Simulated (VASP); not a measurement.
# SiO2: electric field gradients with PBE

SiO2:

```
Si O
1.0
     6.96170    0.00000    0.00000
     0.00000    6.96170    0.00000
     0.00000    0.00000    6.96170
Si O
8 16
Direct
  0.97713 0.52287 0.47713
  0.52287 0.47713 0.97713
  0.47713 0.97713 0.52287
  0.02287 0.02287 0.02287
  0.71418 0.78582 0.21418
  0.78582 0.21418 0.71418
  0.21418 0.71418 0.78582
  0.28582 0.28582 0.28582
  0.86072 0.33283 0.53261
  0.36072 0.16717 0.46739
  0.13928 0.83283 0.96739
  0.16717 0.46739 0.36072
  0.96739 0.13928 0.83283
  0.46739 0.36072 0.16717
  0.33283 0.53261 0.86072
  0.53261 0.86072 0.33283
  0.15419 0.15419 0.15419
  0.34581 0.84581 0.65419
  0.65419 0.34581 0.84581
  0.84581 0.65419 0.34581
  0.63928 0.66717 0.03261
  0.03261 0.63928 0.66717
  0.66717 0.03261 0.63928
  0.83283 0.96739 0.13928
```

```json
{"Program": "VASP 6.6.1", "Task": "electric field gradients", "Functional": "PBE", "Potentials or basis": "VASP PAW PBE potentials, release 64 (Si, O)", "Cutoff": "520 eV", "k mesh": "3 × 3 × 3", "Occupations": "fermi-dirac, width 0.02 eV", "Spin": "no spin polarisation", "Dipole correction": "no", "Further INCAR settings": "LREAL = Auto; ALGO = Normal; EDIFF = 1e-08; NBANDS = 82"}
```

* Pressure: 10.7 GPa
* Largest force: 0.620 eV/Å
* Band gap on the k mesh: 6.03 eV (least direct gap 6.04 eV)
* Largest electric field gradient by atom: Si -2.2, +4.2 (each value once); O +81.4, +90.8 (each value once) V/Å²

Forces on the atoms (eV/Å):
```
Si  -0.025  0.025 -0.025
Si   0.025 -0.025 -0.025
Si  -0.025 -0.025  0.025
Si   0.025  0.025  0.025
Si  -0.058  0.058 -0.058
Si   0.058 -0.058 -0.058
Si  -0.058 -0.058  0.058
Si   0.058  0.058  0.058
O   -0.157 -0.277 -0.532
O   -0.157  0.277  0.532
O    0.157 -0.277  0.532
O    0.277  0.532 -0.157
O    0.532  0.157 -0.277
O    0.532 -0.157  0.277
O   -0.277 -0.532 -0.157
O   -0.532 -0.157 -0.277
O    0.035  0.035  0.035
O   -0.035 -0.035  0.035
O    0.035 -0.035 -0.035
O   -0.035  0.035 -0.035
O    0.157  0.277 -0.532
O   -0.532  0.157  0.277
O    0.277 -0.532  0.157
O   -0.277  0.532  0.157
```

Levels at points of the mesh, in eV from the valence-band top:
| k point | band 62 | band 63 | band 64 | band 65 | band 66 | band 67 |
| --- | --- | --- | --- | --- | --- | --- |
| (0.00, 0.00, 0.00) | -0.01 | -0.01 | -0.01 | 6.03 | 9.11 | 9.11 |

Electric field gradients, principal values (V/Å²):
```
atom    least   middle  greatest (by size)
1 Si    1.120    1.120              -2.239
2 Si    1.120    1.120              -2.239
3 Si    1.120    1.120              -2.239
4 Si    1.120    1.120              -2.239
5 Si   -2.077   -2.077               4.155
6 Si   -2.077   -2.077               4.155
7 Si   -2.077   -2.077               4.155
8 Si   -2.077   -2.077               4.155
 9 O  -32.071  -49.320              81.392
10 O  -32.071  -49.320              81.392
11 O  -32.071  -49.320              81.392
12 O  -32.071  -49.320              81.392
13 O  -32.071  -49.320              81.392
14 O  -32.071  -49.320              81.392
15 O  -32.071  -49.320              81.392
16 O  -32.071  -49.320              81.392
17 O  -45.395  -45.395              90.789
18 O  -45.395  -45.395              90.789
19 O  -45.395  -45.395              90.789
20 O  -45.395  -45.395              90.789
21 O  -32.071  -49.320              81.392
22 O  -32.071  -49.320              81.392
23 O  -32.071  -49.320              81.392
24 O  -32.071  -49.320              81.392
```

Run time: 4.6 min on 1 thread of Intel(R) Xeon(R) Platinum 8559C (Emerald Rapids), on a shared host, peak memory 0.41 GiB.

Caveat: the cell stands under pressure; without QUAD_EFG the Cq values of the log hold for a quadrupole moment of 1 mb, not for the nuclei.
